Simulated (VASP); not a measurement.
Input of a VASP 6.6.1 run:

File POSCAR:

```
Sb
1.0
    3.0975302022      0.0000000000      0.0000000000
    0.0000000000      3.0975302022      0.0000000000
    0.0000000000      0.0000000000      3.0975302022
Sb
1
Direct
    0.0000000000      0.0000000000      0.0000000000
```

Contents of INCAR.step1:

```
PREC     = Accurate       # precision mode
ENCUT    = 600            # plane-wave cutoff, eV
ISMEAR   = 0              # smearing method
SIGMA    = 0.1            # smearing width, eV
LREAL    = F              # projectors in reciprocal space
LASPH    = T              # aspherical terms in the spheres
NELM     = 100            # most SCF steps
GGA      = PE             # functional
ALGO     = Normal         # electronic algorithm
EDIFF    = 1E-4           # SCF threshold, eV
LWAVE    = T              # write WAVECAR
LCHARG   = F              # write CHGCAR
```

The input INCAR.step2:

```
PREC     = Accurate       # precision mode
ENCUT    = 600            # plane-wave cutoff, eV
EDIFF    = 1E-6           # SCF threshold, eV
ISMEAR   = 0              # smearing method
SIGMA    = 0.1            # smearing width, eV
LREAL    = F              # projectors in reciprocal space
LASPH    = T              # aspherical terms in the spheres
NELM     = 100            # most SCF steps
ALGO     = Normal         # electronic algorithm
ISIF     = 3              # what is computed and relaxed
LWAVE    = F              # write WAVECAR
LCHARG   = F              # write CHGCAR
METAGGA  = R2SCAN         # meta-GGA
LMIXTAU  = T            
IBRION   = 2              # ionic algorithm
NSW      = 70             # ionic steps
EDIFFG   = -0.008         # ionic threshold
PSTRESS  = -10.0        
ISTART   = 1
```

Contents of KPOINTS:

```
Automatic mesh
0
Gamma
  14 14 14
```

Potentials or basis: VASP PAW PBE potentials, release 64 (Sb).

Command:

```sh
$ cat potpaw_PBE.64/Sb/POTCAR > POTCAR
$ cp INCAR.step1 INCAR
$ mpirun -np 1 vasp_std > vasp.out
$ cp INCAR.step2 INCAR
$ mpirun -np 1 vasp_std > vasp.out
```

What does it give for the space group after relaxing (to 0.1 Å)?

Pm-3m (No. 221).

Estimate the relaxed cell.

a = 3.106 Å, b = 3.106 Å, c = 3.106 Å, α = 90.00°, β = 90.00°, γ = 90.00°.

The path:
| step | energy change (eV) | largest force (eV/Å) | pressure (GPa) | volume (Å³) |
| --- | --- | --- | --- | --- |
| 1 | 0.0000 | 0.0000 | -0.55 | 29.72 |
| 2 | 0.0020 | 0.0000 | -1.22 | 30.08 |
| 3 | 0.0012 | 0.0000 | -1.00 | 29.96 |

Caveat: the cell is relaxed towards a set pressure, so the run minimises the enthalpy, not the energy; the PAW data sets were made with another functional, which shifts forces and pressure a little. Zero-point motion and thermal expansion aren't in these numbers.
